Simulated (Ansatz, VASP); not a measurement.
**Two plane-wave programs on ZrN**

```
Zr N
1.0
     0.00000    2.29427    2.29427
     2.29427    0.00000    2.29427
     2.29427    2.29427    0.00000
Zr N
1 1
Cartesian
  2.2943 2.2943 2.2943
  0.0000 0.0000 0.0000
```

Alike in both runs: task single point; functional PBE; k mesh 8 × 8 × 8; occupations methfessel-paxton of order 1, width 0.13 eV; collinear spin.

```csv
,VASP,Ansatz
version,VASP 6.6.1,Ansatz 0.2.0
potentials or method,"VASP PAW PBE potentials, release 64 (Zr_sv, N), cutoff 600 eV","scalar-relativistic, plane waves, PAW"
valence electrons in the cell,17,17
```

Ansatz gave:

- gap on the k mesh at the Fermi level (eV): none
- pressure (GPa): 1.2
- net moment per atom (μB): 0.00

Q: What did VASP give for the same quantities?

A: gap on the k mesh at the Fermi level (eV): none; pressure (GPa): 1.4; net moment per atom (μB): 0.00.

A gap of «none» marks a metal or a gap that the smearing closes. Ansatz's warnings: seeded moment not kept, stability check not made.
